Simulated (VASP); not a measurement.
Here is a VASP 6.6.1 calculation.

The input INCAR:

```
PREC = Accurate
ENCUT = 520
EDIFF = 1E-6
ISMEAR = -1
SIGMA = 0.1
LREAL = False
LASPH = True
NELM = 60
ALGO = Normal
ISIF = 2
LWAVE = False
LCHARG = False
GGA = RE
NBANDS = 28
```

The input KPOINTS:

```
regular mesh
0
Gamma
  10 10 3
```

POSCAR

```
Ca
1.0
    4.1127936720      0.0000000000      0.0000000000
   -2.0563968360      3.5617838005      0.0000000000
    0.0000000000      0.0000000000     13.4787597028
Ca
4
Direct
    0.0000000000      0.0000000000      0.0000000000
    0.0000000000      0.0000000000      0.5000000000
    0.3333333333      0.6666666667      0.2500000000
    0.6666666667      0.3333333333      0.7500000000
```

Potentials or basis: VASP PAW PBE potentials, release 64 (Ca_sv).

Launch:

```sh
$ cat potpaw_PBE.64/Ca_sv/POTCAR > POTCAR
$ mpirun -np 1 vasp_std > vasp.out
```

Predict the pressure.

-1.5 GPa.

What does it give for the band gap on the k mesh?

Zero (band 20 reaches 1.63 eV, above the bottom of band 21 at 1.18 eV).

Caveat: the PAW data sets were made with another functional, which shifts forces and pressure a little.
